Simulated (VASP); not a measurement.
# In3Ga13Sb13As3 (P1) in VASP: single point with PBEsol

Aim: the single point of In3Ga13Sb13As3 with PBEsol.

All numbers are computed with VASP 6.6.1; they aren't measurements. Logs are shortened: lines on timing, memory, paths and dates and some standing lists are left out, and cuts for length are marked.

### Step 1. The cell of the first run

The typed cell holds 64 atoms: a = 12.206 Å, b = 12.206 Å, c = 12.206 Å, α = 90.00°, β = 90.00°, γ = 90.00°.

### Step 2. Single point, PBEsol

INCAR reads:

```
SYSTEM = In3Ga13Sb13As3
PREC = Accurate
ENCUT = 500
EDIFF = 1E-6
ISMEAR = -1
SIGMA = 0.05
LREAL = Auto
LASPH = .True.
NELM = 120
ALGO = Normal
ISIF = 2
LWAVE = .False.
LCHARG = .False.
GGA = PS
ISYM = -1
NBANDS = 326
GGA_COMPAT = .False.
```

KPOINTS reads:

```
explicit points
1
Reciprocal
  0.25000000   0.25000000   0.25000000 1
```

POSCAR reads:

```
In3Ga13Sb13As3
1.0
   12.2056172188      0.0000000000      0.0000000000
    0.0000000000     12.2056172188      0.0000000000
    0.0000000000      0.0000000000     12.2056172188
Ga In Sb As
26 6 26 6
Direct
    0.9987340000      0.9998620000      0.9942240000
    0.0010340000      0.0031280000      0.5046910000
    0.0009170000      0.4928610000      0.9928650000
    0.9909850000      0.5031770000      0.5073130000
    0.5000280000      0.9965850000      0.4999050000
    0.5135500000      0.4974730000      0.9974910000
    0.4999210000      0.4999860000      0.4965010000
    0.2496470000      0.2484060000      0.4957800000
    0.2522010000      0.7487690000      0.0000480000
    0.2423210000      0.7428240000      0.5073970000
    0.7430870000      0.2564580000      0.0012060000
    0.7596700000      0.2598720000      0.5088500000
    0.7517840000      0.7441830000      0.9945710000
    0.7539990000      0.7395720000      0.4975310000
    0.2495230000      0.9985820000      0.2540260000
    0.2471160000      0.9977490000      0.7463740000
    0.2531770000      0.4983450000      0.2505070000
    0.7555760000      0.9964160000      0.7474700000
    0.7575430000      0.5045840000      0.2577970000
    0.7525230000      0.4893810000      0.7515840000
    0.0001670000      0.2525240000      0.2518020000
    0.9941060000      0.2614350000      0.7478310000
    0.0037910000      0.7442140000      0.7421600000
    0.5081930000      0.2490850000      0.2469650000
    0.4974140000      0.7456660000      0.2522810000
    0.5026450000      0.7486940000      0.7475940000
    0.5062660000      0.0056950000      0.0074330000
    0.2384440000      0.2582130000      0.9953240000
    0.2353890000      0.5043560000      0.7481370000
    0.7453510000      0.0115450000      0.2460640000
    0.9950060000      0.7414200000      0.2566470000
    0.5101800000      0.2579200000      0.7543510000
    0.1181980000      0.1191000000      0.1302340000
    0.1234390000      0.1308610000      0.6278200000
    0.1286160000      0.6150810000      0.1184080000
    0.6343030000      0.1212020000      0.6204110000
    0.6301290000      0.6253500000      0.1284260000
    0.6272330000      0.6176970000      0.6259840000
    0.3840630000      0.3787130000      0.1260600000
    0.3724510000      0.3767240000      0.6168580000
    0.3712910000      0.8706920000      0.1318980000
    0.3730050000      0.8711910000      0.6248180000
    0.8755340000      0.3767020000      0.1260250000
    0.8721620000      0.8739120000      0.1147790000
    0.8772450000      0.8705580000      0.6214810000
    0.3791630000      0.1244640000      0.3719110000
    0.3690660000      0.1227250000      0.8694810000
    0.3711660000      0.6245270000      0.3780280000
    0.3825920000      0.6258490000      0.8784650000
    0.8808990000      0.1342050000      0.3835910000
    0.8714370000      0.1304120000      0.8738220000
    0.8781700000      0.6202650000      0.8697790000
    0.1223110000      0.3793910000      0.3776030000
    0.1277900000      0.8779260000      0.3843910000
    0.1250170000      0.8711780000      0.8718660000
    0.6300810000      0.3755390000      0.3769970000
    0.6234030000      0.8672640000      0.3772540000
    0.6308430000      0.8709640000      0.8703650000
    0.1135810000      0.6273910000      0.6179590000
    0.6260410000      0.1421690000      0.1227970000
    0.8751320000      0.3794010000      0.6288290000
    0.8708490000      0.6166630000      0.3844780000
    0.1088370000      0.3765210000      0.8689370000
    0.6350560000      0.3809250000      0.8808660000
```

Potentials or basis: VASP PAW PBE potentials, release 64 (Ga_d, In_d, Sb, As).

Started as:

```console
$ cat potpaw_PBE.64/Ga_d/POTCAR potpaw_PBE.64/In_d/POTCAR potpaw_PBE.64/Sb/POTCAR potpaw_PBE.64/As/POTCAR > POTCAR
$ mpirun -np 1 vasp_std > vasp.out
```

OUTCAR:

```text
SYSTEM = In3Ga13Sb13As3
   PREC = Accurate
   ENCUT = 500
   EDIFF = 1E-6
   ISMEAR = -1
   LREAL = Auto
   LASPH = .True.
   NELM = 120
   ISIF = 2
   GGA = PS
   ISYM = -1

 ion  position               nearest neighbor table
   1  0.999  1.000  0.994-  44 2.63  33 2.65  55 2.66  51 2.67
   2  0.001  0.003  0.505-  54 2.62  50 2.63  34 2.63  45 2.63
   3  0.001  0.493  0.993-  63 2.46  52 2.63  43 2.64  35 2.65
   4  0.991  0.503  0.507-  62 2.51  59 2.52  61 2.55  53 2.71
   5  0.500  0.997  0.500-  57 2.65  46 2.66  42 2.66  36 2.68
   6  0.514  0.497  0.997-  64 2.50  37 2.65  39 2.66  49 2.67
[... 56 lines left out ...]
  63  0.109  0.377  0.869-   3 2.46  22 2.47  28 2.64  29 2.64
  64  0.635  0.381  0.881-  11 2.49   6 2.50  20 2.51  32 2.64

IMPORTANT INFORMATION: All symmetrisations will be switched off!
NOSYMM: (Re-)initialisation of all symmetry stuff for point group C_1.

----------------------------------------------------------------------------------------

                                     Primitive cell

  volume of cell :    1818.3574

  direct lattice vectors                    reciprocal lattice vectors
    12.205617219  0.000000000  0.000000000     0.081929491  0.000000000  0.000000000
     0.000000000 12.205617219  0.000000000     0.000000000  0.081929491  0.000000000
     0.000000000  0.000000000 12.205617219     0.000000000  0.000000000  0.081929491

  length of vectors
    12.205617219 12.205617219 12.205617219     0.081929491  0.081929491  0.081929491

  position of ions in fractional coordinates (direct lattice)
     0.998734000  0.999862000  0.994224000
     0.001034000  0.003128000  0.504691000
     0.000917000  0.492861000  0.992865000
     0.990985000  0.503177000  0.507313000
     0.500028000  0.996585000  0.499905000
     0.513550000  0.497473000  0.997491000
[... 56 lines left out ...]
     0.108837000  0.376521000  0.868937000
     0.635056000  0.380925000  0.880866000

  ion indices of the primitive-cell ions
   primitive index   ion index
                 1           1
                 2           2
                 3           3
                 4           4
                 5           5
                 6           6
[... 56 lines left out ...]
                63          63
                64          64

----------------------------------------------------------------------------------------

 KPOINTS: explicit points

Read explicit list of k-points.

 Found      1 k-points:

 Following reciprocal coordinates:
            Coordinates               Weight
  0.250000  0.250000  0.250000      1.000000
   k-points           NKPTS =      1   k-points in BZ     NKDIM =      1   number of bands    NBANDS=    326
   number of dos      NEDOS =    301   number of ions     NIONS =     64
   total plane-waves  NPLWV = 729000
   dimension x,y,z NGX =    90 NGY =   90 NGZ =   90
   dimension x,y,z NGXF=   180 NGYF=  180 NGZF=  180
   ions per type =              26   6  26   6
   NGX,Y,Z   is equivalent  to a cutoff of  12.26, 12.26, 12.26 a.u.
   NGXF,Y,Z  is equivalent  to a cutoff of  24.52, 24.52, 24.52 a.u.
 SYSTEM =  In3Ga13Sb13As3
   PREC   = accura    normal or accurate (medium, high low for compatibility)
   ISTART =      0    job   : 0-new  1-cont  2-samecut
   ICHARG =      2    charge: 1-file 2-atom 10-const
   ISPIN  =      1    spin polarized calculation?
   LNONCOLLINEAR =      F non collinear calculations
   LSORBIT =      F    spin-orbit coupling
   LASPH  =      T    aspherical Exc in radial PAW
   ENCUT  =  500.0 eV  36.75 Ry    6.06 a.u.  22.25 22.25 22.25*2*pi/ulx,y,z
   NELM   =    120;   NELMIN=  2; NELMDL= -5     # of ELM steps
   EDIFF  = 0.1E-05   stopping-criterion for ELM
   LREAL  =      T    real-space projection
   EDIFFG = 0.1E-04   stopping-criterion for IOM
   NSW    =      0    number of steps for IOM
   IBRION =     -1    ionic relax: 0-MD 1-quasi-New 2-CG
   NFREE  =      0    steps in history (QN), initial steepest desc. (CG)
   ISIF   =      2    stress and relaxation
   ISYM   =     -1    0-nonsym 1-usesym 2-fastsym
   POTIM  = 0.5000    time-step for ionic-motion
   TEBEG  =    0.0;   TEEND  =   0.0 temperature during run
   PSTRESS=    0.0 pullay stress
   NELECT =     576.0000    total number of electrons
   NUPDOWN=      -1.0000    fix difference up-down
   EMIN   =  10.00;   EMAX   =-10.00  energy-range for DOS
   EFERMI =   0.00;   METHOD = LEGACY
   ISMEAR =    -1;   SIGMA  =   0.05  broadening in eV -4-tet -1-fermi 0-gaus
   EFERMI_NEDOS =   21; number of points for ismear=-14 and -15
   IALGO  =     38    algorithm
   IMIX   =      4    mixing-type and parameters
     AMIX     =   0.40;   BMIX     =  1.00
     AMIX_MAG =   1.60;   BMIX_MAG =  1.00
  volume/ion in A,a.u.               =      28.41       191.73
  Fermi-wavevector in a.u.,A,eV,Ry     =   1.115979  2.108894 16.944811  1.245409
  Thomas-Fermi vector in A             =   2.252588
   LORBIT       =      0    0 simple, 1 ext, 2 COOP (PROOUT), +10 PAW based schemes
   GGA     = PS    functional components
   LHFCALC =     F    Hartree Fock is set to
   AEXX    =    0.0000 exact exchange contribution
   IVDW    =     0    specifies the selected vdW correction
   LEPSILON=     F    determine dielectric tensor
   LRPA    =     F    only Hartree local field effects (RPA)
 non-spin polarized calculation
  energy-cutoff  :      500.00
  volume of cell :     1818.36
 maximum number of plane-waves:     46112
 NGX is ok and might be reduce to    90
   NGX = 45   NGY = 45   NGZ = 45

 number of electron     575.9999936 magnetization

 Free energy of the ion-electron system (eV)
  ---------------------------------------------------
  ext. energy  EPLUGINS =         0.00000000
  ---------------------------------------------------
  free energy    TOTEN  =      -262.51585853 eV

  energy without entropy =     -262.51278653  energy(sigma->0) =     -262.51432253

 E-fermi :   4.8236     XC(G=0):  -9.2774

 val. band max:        4.4941796449   @ k =   0.2500   0.2500   0.2500
 cond. band min:       5.1330977697   @ k =   0.2500   0.2500   0.2500
 fundamental gap:      0.6389181248
 Fermi energy:         4.8235967175

 k-point     1 :       0.2500    0.2500    0.2500
  band No.  band energies     occupation
      1     -10.4670      2.00000
      2     -10.4559      2.00000
      3     -10.4422      2.00000
      4     -10.4053      2.00000
      5     -10.3912      2.00000
      6     -10.3910      2.00000
[... 292 lines left out ...]
    299       6.2123      0.00000
    300       6.2748      0.00000
 [bands above 300 left out]

------------------------ aborting loop because EDIFF is reached ----------------------------------------

  FORCE on cell =-STRESS in cart. coord.  units (eV):
  Direction    XX          YY          ZZ          XY          YZ          ZX
  --------------------------------------------------------------------------------------
  -------------------------------------------------------------------------------------
  Total        1.1832390      0.9511584      0.8941589     -7.2940332     -7.6162518     -7.1387189
  in kB        1.0425666      0.8380775      0.7878546     -6.4268635     -6.7107744     -6.2900142
  external PRESSURE =       0.8894996 kB  Pullay stress =       0.0000000 kB

 VOLUME and BASIS-vectors are now :
 -----------------------------------------------------------------------------
  energy-cutoff  :      500.00
  volume of cell :     1818.36
      direct lattice vectors                 reciprocal lattice vectors
    12.205617219  0.000000000  0.000000000     0.081929491  0.000000000  0.000000000
     0.000000000 12.205617219  0.000000000     0.000000000  0.081929491  0.000000000
     0.000000000  0.000000000 12.205617219     0.000000000  0.000000000  0.081929491

 POSITION                                       TOTAL-FORCE (eV/Angst)
 -----------------------------------------------------------------------------------
     12.19016     12.20393     12.13512         0.001968      0.002707      0.000684
      0.01262      0.03818      6.16007         0.002275     -0.000179      0.001665
      0.01119      6.01567     12.11853         0.004343     -0.001148     -0.001282
     12.09558      6.14159      6.19207        -0.001888      0.000583     -0.003108
      6.10315     12.16394      6.10165         0.002009      0.001516      0.000485
      6.26819      6.07197     12.17499         0.001398     -0.000733     -0.002095
[... 56 lines left out ...]
      1.32842      4.59567     10.60591        -0.002265      0.000011      0.000448
      7.75125      4.64942     10.75151        -0.000988     -0.001728     -0.004648
 -----------------------------------------------------------------------------------
    total drift:                               -0.008528     -0.007237     -0.004476

  FREE ENERGIE OF THE ION-ELECTRON SYSTEM (eV)
  ---------------------------------------------------
  free  energy   TOTEN  =      -262.5158585309 eV

  energy  without entropy=     -262.5127865331  energy(sigma->0) =     -262.51432253
```

It took 22 min on 1 thread of Intel Xeon Platinum 8259CL at 2.50GHz (Skylake/Cascade Lake), shared host; peak memory 1.5 GiB.

Results:

```yaml
Free_energy: -262.5159 eV
Pressure: 0.1 GPa
Largest_force: 0.014 eV/Å
Band_gap_on_the_k_mesh: 0.64 eV
```

Forces on the atoms (eV/Å):
```
Ga   0.002  0.003  0.001
Ga   0.002  0.000  0.002
Ga   0.004 -0.001 -0.001
Ga  -0.002  0.001 -0.003
Ga   0.002  0.002  0.000
Ga   0.001 -0.001 -0.002
Ga   0.002  0.002 -0.001
Ga   0.002 -0.002 -0.002
Ga   0.000  0.002  0.001
Ga  -0.001  0.000  0.006
Ga   0.003 -0.001 -0.001
Ga   0.002  0.001  0.006
Ga  -0.002  0.002  0.004
Ga   0.004  0.000  0.000
Ga   0.002  0.007  0.003
Ga   0.002 -0.001  0.002
Ga   0.002  0.001  0.001
Ga   0.003  0.006  0.005
Ga   0.002  0.005  0.001
Ga   0.001 -0.005  0.002
Ga   0.005  0.001  0.000
Ga  -0.005  0.001 -0.003
Ga   0.007  0.002  0.000
Ga   0.000 -0.001  0.001
Ga   0.001  0.001  0.000
Ga  -0.001  0.002  0.001
In   0.004  0.000  0.002
In   0.006 -0.002  0.012
In   0.011  0.007  0.002
In   0.004 -0.001  0.006
In  -0.001  0.003  0.001
In  -0.003  0.003 -0.005
Sb   0.003 -0.002 -0.002
Sb  -0.007  0.005  0.000
Sb   0.000  0.003 -0.001
Sb  -0.010  0.002  0.007
Sb  -0.004  0.000  0.003
Sb  -0.007 -0.001  0.000
Sb  -0.004 -0.002 -0.003
Sb   0.000 -0.002  0.004
Sb  -0.001  0.001 -0.001
Sb   0.000 -0.002 -0.002
Sb   0.004  0.001 -0.006
Sb   0.004  0.001  0.001
Sb  -0.001 -0.004  0.000
Sb  -0.006 -0.005  0.000
Sb  -0.008  0.000 -0.005
Sb   0.000 -0.004 -0.001
Sb  -0.004 -0.005 -0.005
Sb  -0.013 -0.004 -0.004
Sb  -0.003 -0.004 -0.004
Sb  -0.002  0.009 -0.004
Sb   0.003 -0.008 -0.002
Sb  -0.002 -0.004 -0.005
Sb   0.002  0.000 -0.004
Sb   0.004  0.003 -0.002
Sb  -0.001  0.001 -0.003
Sb  -0.001 -0.003  0.002
As  -0.002 -0.002 -0.001
As  -0.001 -0.004 -0.003
As   0.001 -0.002  0.004
As   0.000 -0.001  0.003
As  -0.002  0.000  0.000
As  -0.001 -0.002 -0.005
```

Levels at points of the mesh, in eV from the valence-band top:
```tsv
k point	band 284	band 285	band 286	band 287	band 288	band 289	band 290	band 291	band 292	band 293
(0.25, 0.25, 0.25)	-0.53	-0.50	-0.45	-0.04	0.00	0.64	1.15	1.32	1.36	1.37
```

Caveat: semilocal functionals underestimate gaps, and a narrow one can read as zero; the PAW data sets were made with another functional, which shifts forces and pressure a little; spin-orbit coupling is left out, which moves the levels of the heavy elements; a shifted mesh leaves out Γ, where band edges can lie.
